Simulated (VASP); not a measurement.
The system is PtSe2.

```
CELL_PARAMETERS angstrom
3.72400 0.00000 0.00000
-1.86200 3.22508 0.00000
0.00000 0.00000 5.06200
ATOMIC_POSITIONS crystal
Pt 0.00000 0.00000 0.00000
Se 0.33333 0.66667 0.25000
Se 0.66667 0.33333 0.75000
```

| Quantity | Value |
| --- | --- |
| Program | VASP 6.6.1 |
| Task | relaxation of cell and atoms |
| Functional | r2SCAN |
| Dispersion | D4 |
| Potentials or basis | VASP PAW PBE potentials, release 64 (Pt, Se) |
| Cutoff | 600 eV |
| k mesh | 6 × 6 × 4 |
| Occupations | fermi-dirac, width 0.1 eV |
| Spin | no spin polarisation |

At the start: pressure 3.8 GPa; volume 20.27 Å³/atom.

Problem. Where does the relaxation end?

Solution. Over 10 steps the energy falls by 7.8 meV/atom and the volume is 21.21 Å³/atom (+4.7 %); space group P-3m1 (No. 164, to 0.1 Å) before and after.

The path:
```
step  energy change (eV)  largest force (eV/Å)  pressure (GPa)  volume (Å³)
   1              0.0000                0.3972            3.78        60.80
   2              0.0393                0.5891           -5.63        65.10
   3             -0.0200                0.0050           -0.05        62.32
   4             -0.0200                0.0124            0.03        62.29
   5             -0.0209                0.0129            0.05        62.33
   6             -0.0216                0.0643            0.12        62.39
   7             -0.0221                0.0643            0.02        62.58
   8             -0.0228                0.0645           -0.15        62.93
   9             -0.0232                0.0657           -0.46        63.61
  10             -0.0234                0.0475           -0.33        63.63
```

Final structure:
```
Pt Se
1.0
     3.73802    0.00000    0.00000
    -1.86901    3.23722    0.00000
     0.00000    0.00000    5.25795
Pt Se
1 2
Direct
  0.00000 0.00000 0.00000
  0.33333 0.66667 0.24707
  0.66667 0.33333 0.75293
```

Caveat: the PAW data sets were made with another functional, which shifts forces and pressure a little; the relaxation stopped at a loose force limit of 0.05 eV/Å, so its end isn't a converged minimum.
